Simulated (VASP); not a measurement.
A run of VASP 6.6.1:

Contents of INCAR:

```
ALGO = Normal
EDIFF = 1E-6
ENCUT = 520
GGA = PE
ISIF = 2
ISMEAR = 0
LASPH = True
LCHARG = True
LELF = True
LREAL = False
LVHAR = True
LWAVE = False
NBANDS = 11
NELM = 80
PREC = Accurate
SIGMA = 0.05
```

The input KPOINTS:

```
k-points
0
Gamma
  10 10 10
```

File POSCAR:

```
Si
1.0
    0.0000000000      2.8677619308      2.6664450432
    2.8677619308      0.0000000000      2.6664450432
    2.8677619308      2.8677619308      0.0000000000
Si
2
Direct
    0.5000000000      0.5000000000      0.5000000000
    0.7500000000      0.7500000000      0.7500000000
```

Potentials or basis: VASP PAW PBE potentials, release 64 (Si).

Run with:

```sh
$ cat potpaw_PBE.64/Si/POTCAR > POTCAR
$ mpirun -np 1 vasp_std > vasp.out
```

Hardware: 1 thread of Intel Xeon 6975P-C (shared host).

**Question.** Estimate the wall time of this run.

**Answer.** Wall time 43 s on 1 thread of Intel Xeon 6975P-C, with other jobs on the host, peak memory 0.18 GiB. Counts: scf iterations 11, k points 102.
